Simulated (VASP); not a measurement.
# Sn3Te (Pm-3m) in VASP: a series of runs

The runs below take Sn3Te through single point, with PBEsol.

All numbers are computed with VASP 6.6.1; they aren't measurements. Logs are shortened: lines on timing, memory, paths and dates and some standing lists are left out, and cuts for length are marked.

## (1) The cell of the first run

The structure is cubic, space group Pm-3m (No. 221). Conventional cell: a = 4.330 Å, b = 4.330 Å, c = 4.330 Å, α = 90.00°, β = 90.00°, γ = 90.00°. Te (site symmetry m-3m) has 12 Sn at 3.06 Å within 4.0 Å. Sn (site symmetry 4/mmm) has 4 Te at 3.06 Å and 8 Sn at 3.06 Å within 4.0 Å.

## (2) Single point, PBEsol

INCAR

```
PREC = Accurate
ENCUT = 520
EDIFF = 1E-6
ISMEAR = -1
SIGMA = 0.05
LREAL = False
LASPH = True
NELM = 80
ALGO = Normal
ISIF = 2
LWAVE = False
LCHARG = True
GGA = PS
LELF = True
LVHAR = True
NBANDS = 32
```

KPOINTS

```
Automatic mesh
0
Gamma
  6 6 6
```

POSCAR

```
Sn3Te
1.0
    4.3295793245      0.0000000000      0.0000000000
    0.0000000000      4.3295793245      0.0000000000
    0.0000000000      0.0000000000      4.3295793245
Te Sn
1 3
Direct
    0.0000000000      0.0000000000      0.0000000000
    0.0000000000      0.5000000000      0.5000000000
    0.5000000000      0.0000000000      0.5000000000
    0.5000000000      0.5000000000      0.0000000000
```

Potentials or basis: VASP PAW PBE potentials, release 64 (Te, Sn_d).

Launch:

```
cat potpaw_PBE.64/Te/POTCAR potpaw_PBE.64/Sn_d/POTCAR > POTCAR
mpirun -np 1 vasp_std > vasp.out
```

OUTCAR:

```text
PREC = Accurate
   ENCUT = 520
   EDIFF = 1E-6
   ISMEAR = -1
   LREAL = False
   LASPH = True
   NELM = 80
   ISIF = 2
   GGA = PS

 ion  position               nearest neighbor table
   1  0.000  0.000  0.000-   2 3.06   3 3.06   4 3.06   2 3.06   3 3.06   2 3.06   4 3.06   2 3.06
                             3 3.06   4 3.06   3 3.06   4 3.06
   2  0.000  0.500  0.500-   1 3.06   3 3.06   4 3.06   1 3.06   4 3.06   1 3.06   3 3.06   1 3.06
                             3 3.06   4 3.06   4 3.06   3 3.06
   3  0.500  0.000  0.500-   1 3.06   2 3.06   4 3.06   1 3.06   4 3.06   2 3.06   4 3.06   4 3.06
                             1 3.06   2 3.06   1 3.06   2 3.06
   4  0.500  0.500  0.000-   1 3.06   2 3.06   3 3.06   2 3.06   3 3.06   1 3.06   3 3.06   3 3.06
                             1 3.06   2 3.06   2 3.06   1 3.06

  LATTYP: Found a simple cubic cell.
 ALAT       =     4.3295793245

  Lattice vectors:

 A1 = (   4.3295793245,   0.0000000000,   0.0000000000)
 A2 = (   0.0000000000,   4.3295793245,   0.0000000000)
 A3 = (   0.0000000000,   0.0000000000,   4.3295793245)

Analysis of symmetry for initial positions (statically):
=====================================================================
 Subroutine PRICEL returns:
 Original cell was already a primitive cell.

 Routine SETGRP: Setting up the symmetry group for a
 simple cubic supercell.

 Subroutine GETGRP returns: Found 48 space group operations
 (whereof 48 operations were pure point group operations)
 out of a pool of 48 trial point group operations.

The static configuration has the point symmetry O_h .

Analysis of symmetry for dynamics (positions and initial velocities):
=====================================================================
 Subroutine PRICEL returns:
 Original cell was already a primitive cell.

 Routine SETGRP: Setting up the symmetry group for a
 simple cubic supercell.

 Subroutine GETGRP returns: Found 48 space group operations
 (whereof 48 operations were pure point group operations)
 out of a pool of 48 trial point group operations.

The dynamic configuration has the point symmetry O_h .

 Subroutine INISYM returns: Found 48 space group operations
 (whereof 48 operations are pure point group operations),
 and found     1 'primitive' translations

----------------------------------------------------------------------------------------

                                     Primitive cell

  volume of cell :      81.1591

  direct lattice vectors                    reciprocal lattice vectors
     4.329579325  0.000000000  0.000000000     0.230969322  0.000000000  0.000000000
     0.000000000  4.329579325  0.000000000     0.000000000  0.230969322  0.000000000
     0.000000000  0.000000000  4.329579325     0.000000000  0.000000000  0.230969322

  length of vectors
     4.329579325  4.329579325  4.329579325     0.230969322  0.230969322  0.230969322

  position of ions in fractional coordinates (direct lattice)
     0.000000000  0.000000000  0.000000000
     0.000000000  0.500000000  0.500000000
     0.500000000  0.000000000  0.500000000
     0.500000000  0.500000000  0.000000000

  ion indices of the primitive-cell ions
   primitive index   ion index
                 1           1
                 2           2
                 3           3
                 4           4

----------------------------------------------------------------------------------------

 KPOINTS: Automatic mesh

Automatic generation of k-mesh.
 Grid dimensions read from file:
 generate k-points for:    6    6    6

 Generating k-lattice:

  Cartesian coordinates                     Fractional coordinates (reciprocal lattice)
     0.038494887  0.000000000  0.000000000     0.166666667  0.000000000  0.000000000
     0.000000000  0.038494887  0.000000000     0.000000000  0.166666667  0.000000000
     0.000000000  0.000000000  0.038494887     0.000000000  0.000000000  0.166666667

  Length of vectors
     0.038494887  0.038494887  0.038494887

  Shift w.r.t. Gamma in fractional coordinates (k-lattice)
     0.000000000  0.000000000  0.000000000

 Subroutine IBZKPT returns following result:
 ===========================================

 Found     20 irreducible k-points:

 Following reciprocal coordinates:
            Coordinates               Weight
  0.000000  0.000000  0.000000      1.000000
  0.166667  0.000000  0.000000      6.000000
  0.333333  0.000000  0.000000      6.000000
  0.500000  0.000000  0.000000      3.000000
  0.166667  0.166667  0.000000     12.000000
  0.333333  0.166667  0.000000     24.000000
[... 12 lines left out ...]
  0.500000  0.500000  0.333333      6.000000
  0.500000  0.500000  0.500000      1.000000
   k-points           NKPTS =     20   k-points in BZ     NKDIM =     20   number of bands    NBANDS=     32
   number of dos      NEDOS =    301   number of ions     NIONS =      4
   total plane-waves  NPLWV =  32768
   dimension x,y,z NGX =    32 NGY =   32 NGZ =   32
   dimension x,y,z NGXF=    64 NGYF=   64 NGZF=   64
   ions per type =               1   3
   NGX,Y,Z   is equivalent  to a cutoff of  12.29, 12.29, 12.29 a.u.
   NGXF,Y,Z  is equivalent  to a cutoff of  24.57, 24.57, 24.57 a.u.
 SYSTEM =  unknown system
   PREC   = accura    normal or accurate (medium, high low for compatibility)
   ISTART =      0    job   : 0-new  1-cont  2-samecut
   ICHARG =      2    charge: 1-file 2-atom 10-const
   ISPIN  =      1    spin polarized calculation?
   LNONCOLLINEAR =      F non collinear calculations
   LSORBIT =      F    spin-orbit coupling
   LASPH  =      T    aspherical Exc in radial PAW
   ENCUT  =  520.0 eV  38.22 Ry    6.18 a.u.   8.05  8.05  8.05*2*pi/ulx,y,z
   NELM   =     80;   NELMIN=  2; NELMDL= -5     # of ELM steps
   EDIFF  = 0.1E-05   stopping-criterion for ELM
   LREAL  =      F    real-space projection
   EDIFFG = 0.1E-04   stopping-criterion for IOM
   NSW    =      0    number of steps for IOM
   IBRION =     -1    ionic relax: 0-MD 1-quasi-New 2-CG
   NFREE  =      0    steps in history (QN), initial steepest desc. (CG)
   ISIF   =      2    stress and relaxation
   ISYM   =      2    0-nonsym 1-usesym 2-fastsym
   POTIM  = 0.5000    time-step for ionic-motion
   TEBEG  =    0.0;   TEEND  =   0.0 temperature during run
   PSTRESS=    0.0 pullay stress
   NELECT =      48.0000    total number of electrons
   NUPDOWN=      -1.0000    fix difference up-down
   EMIN   =  10.00;   EMAX   =-10.00  energy-range for DOS
   EFERMI =   0.00;   METHOD = LEGACY
   ISMEAR =    -1;   SIGMA  =   0.05  broadening in eV -4-tet -1-fermi 0-gaus
   EFERMI_NEDOS =   21; number of points for ismear=-14 and -15
   IALGO  =     38    algorithm
   IMIX   =      4    mixing-type and parameters
     AMIX     =   0.40;   BMIX     =  1.00
     AMIX_MAG =   1.60;   BMIX_MAG =  1.00
  volume/ion in A,a.u.               =      20.29       136.92
  Fermi-wavevector in a.u.,A,eV,Ry     =   1.374178  2.596819 25.692754  1.888364
  Thomas-Fermi vector in A             =   2.499628
   LORBIT       =      0    0 simple, 1 ext, 2 COOP (PROOUT), +10 PAW based schemes
   GGA     = PS    functional components
   LHFCALC =     F    Hartree Fock is set to
   AEXX    =    0.0000 exact exchange contribution
   IVDW    =     0    specifies the selected vdW correction
   LEPSILON=     F    determine dielectric tensor
   LRPA    =     F    only Hartree local field effects (RPA)
 non-spin polarized calculation
  energy-cutoff  :      520.00
  volume of cell :       81.16
 maximum number of plane-waves:      2272
   NGX = 17   NGY = 17   NGZ = 17

 number of electron      48.0000016 magnetization

 Free energy of the ion-electron system (eV)
  ---------------------------------------------------
  ext. energy  EPLUGINS =         0.00000000
  ---------------------------------------------------
  free energy    TOTEN  =       -14.12188738 eV

  energy without entropy =      -14.10450278  energy(sigma->0) =      -14.11319508

 E-fermi :  12.3647     XC(G=0): -11.8985

 val. band max:       12.2761680426   @ k =   0.5000   0.1667   0.0000
 cond. band min:      12.4369784173   @ k =   0.5000   0.1667   0.1667
 fundamental gap:      0.1608103747
 Fermi energy:        12.3647433452

 k-point     1 :       0.0000    0.0000    0.0000
  band No.  band energies     occupation
      1      -9.5484      2.00000
      2      -9.5484      2.00000
      3      -9.5484      2.00000
      4      -9.5176      2.00000
      5      -9.3970      2.00000
      6      -9.3970      2.00000
[... 24 lines left out ...]
     31      17.8482      0.00000
     32      17.8482      0.00000

 k-point     2 :       0.1667    0.0000    0.0000
  band No.  band energies     occupation
      1      -9.5421      2.00000
      2      -9.5159      2.00000
      3      -9.5159      2.00000
      4      -9.4919      2.00000
      5      -9.3933      2.00000
      6      -9.3758      2.00000
[... 24 lines left out ...]
     31      19.2379      0.00000
     32      19.3881      0.00000

 k-point     3 :       0.3333    0.0000    0.0000
  band No.  band energies     occupation
      1      -9.5287      2.00000
      2      -9.4311      2.00000
      3      -9.4276      2.00000
      4      -9.4276      2.00000
      5      -9.3812      2.00000
      6      -9.3221      2.00000
[... 24 lines left out ...]
     31      18.3626      0.00000
     32      18.7346      0.00000

 k-point     4 :       0.5000    0.0000    0.0000
  band No.  band energies     occupation
      1      -9.5215      2.00000
      2      -9.4024      2.00000
      3      -9.3536      2.00000
      4      -9.3433      2.00000
      5      -9.3433      2.00000
      6      -9.2812      2.00000
[... 514 lines left out ...]
     31      18.8237      0.00000
     32      20.6653      0.00000

 k-point    19 :       0.5000    0.5000    0.3333
  band No.  band energies     occupation
      1      -9.4817      2.00000
      2      -9.4084      2.00000
      3      -9.4084      2.00000
      4      -9.4020      2.00000
      5      -9.3854      2.00000
      6      -9.3854      2.00000
[... 24 lines left out ...]
     31      19.8294      0.00000
     32      21.0067      0.00000

 k-point    20 :       0.5000    0.5000    0.5000
  band No.  band energies     occupation
      1      -9.5041      2.00000
      2      -9.4156      2.00000
      3      -9.4156      2.00000
      4      -9.4156      2.00000
      5      -9.3994      2.00000
      6      -9.3994      2.00000
[... 24 lines left out ...]
     31      19.9949      0.00000
     32      22.2351      0.00000

------------------------ aborting loop because EDIFF is reached ----------------------------------------

  FORCE on cell =-STRESS in cart. coord.  units (eV):
  Direction    XX          YY          ZZ          XY          YZ          ZX
  --------------------------------------------------------------------------------------
  -------------------------------------------------------------------------------------
  Total       15.2124120     15.2124120     15.2124120     -0.0000000     -0.0000000      0.0000000
  in kB      300.3112195    300.3112195    300.3112195     -0.0000000     -0.0000000      0.0000000
  external PRESSURE =     300.3112195 kB  Pullay stress =       0.0000000 kB

 VOLUME and BASIS-vectors are now :
 -----------------------------------------------------------------------------
  energy-cutoff  :      520.00
  volume of cell :       81.16
      direct lattice vectors                 reciprocal lattice vectors
     4.329579325  0.000000000  0.000000000     0.230969322  0.000000000  0.000000000
     0.000000000  4.329579325  0.000000000     0.000000000  0.230969322  0.000000000
     0.000000000  0.000000000  4.329579325     0.000000000  0.000000000  0.230969322

 POSITION                                       TOTAL-FORCE (eV/Angst)
 -----------------------------------------------------------------------------------
      0.00000      0.00000      0.00000         0.000000      0.000000      0.000000
      0.00000      2.16479      2.16479         0.000000      0.000000      0.000000
      2.16479      0.00000      2.16479         0.000000      0.000000      0.000000
      2.16479      2.16479      0.00000         0.000000      0.000000      0.000000
 -----------------------------------------------------------------------------------
    total drift:                                0.000000     -0.000000     -0.000000

  FREE ENERGIE OF THE ION-ELECTRON SYSTEM (eV)
  ---------------------------------------------------
  free  energy   TOTEN  =       -14.1218873829 eV

  energy  without entropy=      -14.1045027768  energy(sigma->0) =      -14.11319508
```

Wall time 14 s (1 thread of Intel Xeon 6975P-C (Granite Rapids), shared host); peak memory 0.19 GiB.

What came out:

| Item | Value |
| --- | --- |
| Free energy | -14.1219 eV |
| Pressure | 30.0 GPa |
| Band gap on the k mesh | zero (bands 24 and 25 overlap by 5.86 eV) |

Levels at points of the mesh, in eV from the Fermi level:
| k point | band 20 | band 21 | band 22 | band 23 | band 24 | band 25 | band 26 | band 27 | band 28 | band 29 |
| --- | --- | --- | --- | --- | --- | --- | --- | --- | --- | --- |
| (0.00, 0.00, 0.00) | -6.05 | -4.81 | -4.81 | 0.56 | 0.56 | 0.56 | 2.24 | 2.24 | 2.24 | 5.33 |
| (0.50, 0.00, 0.00) | -4.33 | -3.93 | -2.81 | -2.81 | -2.09 | -1.27 | 3.31 | 3.31 | 3.74 | 4.22 |
| (0.50, 0.50, 0.00) | -3.01 | -2.31 | -1.59 | -1.59 | -0.65 | -0.65 | -0.41 | -0.22 | 5.09 | 5.09 |
| (0.50, 0.50, 0.50) | -7.48 | -7.48 | -7.48 | -6.41 | 4.59 | 4.59 | 4.59 | 7.45 | 7.45 | 7.45 |

Caveat: the cell stands under pressure; the PAW data sets were made with another functional, which shifts forces and pressure a little; spin-orbit coupling is left out, which moves the levels of the heavy elements.

[end of part 1 of 2]
